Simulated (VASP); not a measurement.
Wanted: the native input for a VASP 6.6.1 run.

```
Task                   : single point
Functional             : PBEsol
Potentials or basis    : VASP PAW PBE potentials, release 64 (V_sv)
Cutoff                 : 520 eV
k mesh                 : 20 × 20 × 20
Occupations            : gaussian, width 0.05 eV
Spin                   : collinear spin, ferromagnetic start
Starting moments       : [0.5] μB
Dipole correction      : no
Further INCAR settings : ALGO = Normal; EDIFF = 1e-06; NBANDS = 16
```

The structure of V lies in POSCAR:

```
V
1.0
   -1.4792009239      1.4792009239      1.4792009239
    1.4792009239     -1.4792009239      1.4792009239
    1.4792009239      1.4792009239     -1.4792009239
V
1
Direct
    0.0000000000      0.0000000000      0.0000000000
```

One way to write it, as run:

INCAR

```
SYSTEM = V
  PREC = Accurate
  ENCUT = 520
  EDIFF = 1E-6
  ISMEAR = 0
  SIGMA = 0.05
  LREAL = .FALSE.
  LASPH = .TRUE.
  NELM = 150
  ALGO = Normal
  ISIF = 2
  LWAVE = .FALSE.
  LCHARG = .TRUE.
  ISPIN = 2
  MAGMOM = 0.5
  LORBIT = 11
  LMAXMIX = 4
  GGA = PS
  LELF = .TRUE.
  LVHAR = .TRUE.
  NBANDS = 16
```

KPOINTS

```
Automatic mesh
0
G
  20 20 20
  0 0 0
```

Potentials or basis: VASP PAW PBE potentials, release 64 (V_sv).

Launch:

```sh
$ cat potpaw_PBE.64/V_sv/POTCAR > POTCAR
$ mpirun -np 1 vasp_std > vasp.out
```

It gave:

```
Pressure                                              : 0.3 GPa
Net moment                                            : 0.00 μB per cell
Valence electrons inside the program's atomic spheres : V 11.73
```

Caveat: the PAW data sets were made with another functional, which shifts forces and pressure a little.

Run time: 45 s on 1 thread of Intel(R) Xeon(R) 6975P-C (Granite Rapids), on a shared host, peak memory 0.19 GiB.
